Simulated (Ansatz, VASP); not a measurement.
## One calculation of CdS, two programs

```
CELL_PARAMETERS angstrom
4.19806 0.00000 0.00000
-2.09903 3.63563 0.00000
0.00000 0.00000 5.63115
ATOMIC_POSITIONS crystal
Cd 0.00000 0.00000 0.43752
S 0.66667 0.33333 0.43948
```

Alike in both runs: task single point; functional PBEsol; k mesh 9 × 9 × 6; occupations gaussian, width 0.02 eV; no spin polarisation.

|  | VASP | Ansatz |
| --- | --- | --- |
| version | VASP 6.6.1 | Ansatz 0.2.0 |
| potentials or method | VASP PAW PBE potentials, release 64 (Cd, S), cutoff 520 eV | scalar-relativistic, plane waves, PAW |
| valence electrons in the cell | 18 | 26 |

VASP gave:

```
gap on the k mesh at the Fermi level (eV)                     : 1.49
least direct gap on the mesh (eV)                             : 1.49
pressure (GPa)                                                : 0.0
traceless stress, the component that is largest in VASP (GPa) : 0.01
```

Question: Estimate Ansatz's values.

Answer: gap on the k mesh at the Fermi level (eV): 1.48; least direct gap on the mesh (eV): 1.49; pressure (GPa): -0.2; traceless stress, the component that is largest in VASP (GPa): 0.26.

VASP's potentials were made for PBE, not for PBEsol. With one functional, cell and mesh, what is left measures potentials, basis and numerics. VASP's potentials hold 18 valence electrons a cell and Ansatz's 26, so a difference there can come from the potentials and not from the codes. Ansatz's warnings: xc potential rough in thin density.
